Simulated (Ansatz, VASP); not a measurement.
**Ti2C in VASP and in Ansatz**

Contents of INCAR:

```
ALGO = Normal
EDIFF = 1E-6
ENCUT = 520
GGA = PS
ISIF = 2
ISMEAR = 0
LASPH = True
LCHARG = False
LREAL = False
LWAVE = False
NBANDS = 21
NELM = 60
PREC = Accurate
SIGMA = 0.1
```

KPOINTS

```
k-points
0
Gamma
  15 15 15
```

POSCAR

```
Ti2C
1.0
    1.6283176866      0.9401096546      4.6542896574
   -1.6283176866      0.9401096546      4.6542896574
    0.0000000000     -1.8802193092      4.6542896574
Ti C
2 1
Direct
    0.2327765647      0.2327765647      0.2327765647
    0.7672234353      0.7672234353      0.7672234353
    0.5000000000      0.5000000000      0.5000000000
```

Input for Ansatz:

```yaml
crystal:
  lattice:
    - [1.6283176866, 0.9401096546, 4.6542896574]
    - [-1.6283176866, 0.9401096546, 4.6542896574]
    - [0.0, -1.8802193092, 4.6542896574]
  atoms:
    - { symbol: Ti, position: [0.2327765647, 0.2327765647, 0.2327765647] }
    - { symbol: Ti, position: [0.7672234353, 0.7672234353, 0.7672234353] }
    - { symbol: C, position: [0.5, 0.5, 0.5] }
basis:
  ecutwfc: 420
kpoints:
  mp_grid: { grid: [15, 15, 15] }
hamiltonian:
  xc: pbesol
scf:
  occupations: { method: gaussian, width: 0.1 }
output:
  forces: true
  stress: true
  eigenvalues: true
  populations: true
```

Alike in both runs: task single point; functional PBEsol; k mesh 15 × 15 × 15; occupations gaussian, width 0.1 eV; no spin polarisation.

|  | VASP | Ansatz |
| --- | --- | --- |
| version | VASP 6.6.1 | Ansatz 0.2.0 |
| potentials or method | VASP PAW PBE potentials, release 64 (Ti_sv, C), cutoff 520 eV | scalar-relativistic, plane waves, PAW |
| valence electrons in the cell | 28 | 28 |

Ansatz gave:

| Item | Value |
| --- | --- |
| gap on the k mesh at the Fermi level (eV) | none |
| pressure (GPa) | 0.3 |
| traceless stress, the component that is largest in VASP (GPa) | 13.49 |
| rms of the force components (eV/Å) | 1.523 |

Question: What did VASP give for the same quantities?

Answer: gap on the k mesh at the Fermi level (eV): none; pressure (GPa): 0.5; traceless stress, the component that is largest in VASP (GPa): 13.32; rms of the force components (eV/Å): 1.527.

VASP's potentials were made for PBE, not for PBEsol. Atom by atom the forces differ by 0.004 eV/Å (rms over components). A gap of «none» marks a metal or a gap that the smearing closes.
